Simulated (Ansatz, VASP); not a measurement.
# Fe3CoGe4 in VASP and in Ansatz

```
Fe Co Ge
1.0
     3.29436    1.90200    2.68994
    -3.29436    1.90200    2.68994
     0.00000   -3.80400    2.68994
Fe Co Ge
3 1 4
Direct
  0.13243 0.86653 0.63513
  0.86653 0.63513 0.13243
  0.63513 0.13243 0.86653
  0.36520 0.36520 0.36520
  0.83948 0.16186 0.34134
  0.16186 0.34134 0.83948
  0.65803 0.65803 0.65803
  0.34134 0.83948 0.16186
```

Alike in both runs: functional PBE; k mesh 4 × 4 × 4; occupations gaussian, width 0.1 eV; collinear spin.

Ansatz relaxed the structure, and its values are those at the end. VASP's run is a single point on that final structure, the one shown.

```csv
,VASP,Ansatz
version,VASP 6.6.1,Ansatz 0.2.0
potentials or method,"VASP PAW PBE potentials, release 64 (Fe, Co, Ge_d), cutoff 520 eV","scalar-relativistic, plane waves, PAW"
valence electrons in the cell,89,121
```

```tsv
	VASP	Ansatz	Ansatz less VASP
gap on the k mesh at the Fermi level (eV)	none	none	-
pressure (GPa)	0.2	0.0	-0.15
rms of the force components (eV/Å)	0.010	0.005	-0.0048
net moment per atom (μB)	0.40	0.40	-0.001
size of the moment on the site where the two differ most (μB)	0.07	0.04	-0.023
```

Site moments also hang on the region over which each program counts them. A gap of «none» marks a metal or a gap that the smearing closes. VASP's potentials hold 89 valence electrons a cell and Ansatz's 121, so a difference there can come from the potentials and not from the codes.
